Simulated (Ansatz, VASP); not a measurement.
# Two plane-wave programs on ZnS

The input INCAR:

```
PREC = Accurate
ENCUT = 520
EDIFF = 1E-7
ISMEAR = 0
SIGMA = 0.01
LREAL = F
LASPH = T
NELM = 80
ALGO = Normal
ISIF = 2
LWAVE = F
LCHARG = F
GGA = PE
NBANDS = 26
```

File KPOINTS:

```
Automatic mesh
0
Gamma
  6 6 4
```

File POSCAR:

```
ZnS
1.0
    3.8931599615      0.0000000000      0.0000000000
   -1.9465799808      3.3715754277      0.0000000000
    0.0000000000      0.0000000000      5.8884286643
Zn S
2 2
Direct
    0.3333333333      0.6666666667      0.2500000000
    0.6666666667      0.3333333333      0.7500000000
    0.6666666667      0.3333333333      0.2500000000
    0.3333333333      0.6666666667      0.7500000000
```

Input for Ansatz:

```yaml
crystal:
  lattice:
    - [3.8931599615, 0.0, 0.0]
    - [-1.9465799808, 3.3715754277, 0.0]
    - [0.0, 0.0, 5.8884286643]
  atoms:
    - { symbol: Zn, position: [0.3333333333, 0.6666666667, 0.25] }
    - { symbol: Zn, position: [0.6666666667, 0.3333333333, 0.75] }
    - { symbol: S, position: [0.6666666667, 0.3333333333, 0.25] }
    - { symbol: S, position: [0.3333333333, 0.6666666667, 0.75] }
kpoints:
  mp_grid: { grid: [6, 6, 4] }
hamiltonian:
  xc: pbe
scf:
  occupations: { method: fixed }
  n_extra_bands: 5
output:
  forces: true
  stress: true
  eigenvalues: true
```

Alike in both runs: task single point; functional PBE; k mesh 6 × 6 × 4; no spin polarisation.

|  | VASP | Ansatz |
| --- | --- | --- |
| version | VASP 6.6.1 | Ansatz 0.2.0 |
| potentials or method | VASP PAW PBE potentials, release 64 (Zn, S) | plane waves, PAW |
| plane-wave cutoff (eV) | 520 | 420 |
| occupations | gaussian, width 0.01 eV | fixed |
| valence electrons in the cell | 36 | 36 |

```tsv
	VASP	Ansatz	Ansatz less VASP
gap on the k mesh at the Fermi level (eV)	1.67	1.67	-0.001
pressure (GPa)	5.0	4.8	-0.18
traceless stress, the component that is largest in VASP (GPa)	-2.69	-2.53	+0.153
```
